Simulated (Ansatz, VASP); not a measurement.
# One calculation of Os, two programs

```
Os
1.0
     0.00000    1.91582    1.97418
     1.91582    0.00000    1.97418
     1.91582    1.91582    0.00000
Os
1
Direct
  0.00000 0.00000 0.00000
```

Change from the starting cell: strain -0.015 along x and y, +0.015 along z, atoms carried along.

Alike in both runs: task single point; functional PBEsol; k mesh 20 × 20 × 20; occupations gaussian, width 0.15 eV; no spin polarisation.

|  | VASP | Ansatz |
| --- | --- | --- |
| version | VASP 6.6.1 | Ansatz 0.2.0 |
| potentials or method | VASP PAW PBE potentials, release 64 (Os), cutoff 520 eV | scalar-relativistic, plane waves, PAW |
| valence electrons in the cell | 8 | 16 |

|  | VASP | Ansatz | Ansatz less VASP |
| --- | --- | --- | --- |
| gap on the k mesh at the Fermi level (eV) | none | none | - |
| pressure (GPa) | -14.6 | -14.7 | -0.11 |
| traceless stress, the component that is largest in VASP (GPa) | -6.19 | -6.21 | -0.020 |

VASP's potentials were made for PBE, not for PBEsol. A gap of «none» marks a metal or a gap that the smearing closes. VASP's potentials hold 8 valence electrons a cell and Ansatz's 16, so a difference there can come from the potentials and not from the codes.

Neither program's run includes spin-orbit coupling.
